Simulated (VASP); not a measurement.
Al2O3: single point with r2SCAN

Al2O3:

```
Al O
1.0
     2.37951    1.37381    4.33174
    -2.37951    1.37381    4.33174
     0.00000   -2.74762    4.33174
Al O
4 6
Direct
  0.64806 0.64806 0.64806
  0.85194 0.85194 0.85194
  0.14806 0.14806 0.14806
  0.35194 0.35194 0.35194
  0.44360 0.05640 0.75000
  0.94360 0.25000 0.55640
  0.05640 0.75000 0.44360
  0.75000 0.44360 0.05640
  0.25000 0.55640 0.94360
  0.55640 0.94360 0.25000
```

```json
{"Program": "VASP 6.6.1", "Task": "single point", "Functional": "r2SCAN", "Potentials or basis": "VASP PAW PBE potentials, release 64 (Al, O)", "Cutoff": "520 eV", "k mesh": "6 × 6 × 6", "Occupations": "gaussian, width 0.02 eV", "Spin": "no spin polarisation"}
```

```yaml
Pressure: -0.5 GPa
Largest_force: 0.026 eV/Å
Band_gap_on_the_k_mesh: 7.15 eV, direct
```

Forces on the atoms (eV/Å):
```
Al   0.000  0.000  0.026
Al   0.000  0.000 -0.026
Al   0.000  0.000  0.026
Al   0.000  0.000 -0.026
O    0.018  0.000  0.000
O    0.009  0.016  0.000
O   -0.009 -0.016  0.000
O   -0.009  0.016  0.000
O    0.009 -0.016  0.000
O   -0.018  0.000  0.000
```

Stress tensor (GPa, compression positive):
```
-0.48  0.00  0.00
 0.00 -0.48  0.00
 0.00  0.00 -0.58
```

Levels at points of the mesh, in eV from the valence-band top:
```tsv
k point	band 22	band 23	band 24	band 25	band 26	band 27
(0.00, 0.00, 0.00)	-0.05	-0.05	0.00	7.15	10.12	11.95
(0.50, 0.00, 0.00)	-0.93	-0.29	-0.29	10.43	10.43	10.71
(0.50, 0.50, 0.00)	-0.92	-0.78	-0.27	10.58	10.78	10.91
(0.50, 0.50, 0.50)	-0.40	-0.40	-0.40	9.63	9.63	12.17
```

Run time: 3.1 min on 1 thread of Intel(R) Xeon(R) 6975P-C (Granite Rapids), with other jobs on the host, peak memory 0.28 GiB.

Caveat: the PAW data sets were made with another functional, which shifts forces and pressure a little. A k mesh can miss the band edges.
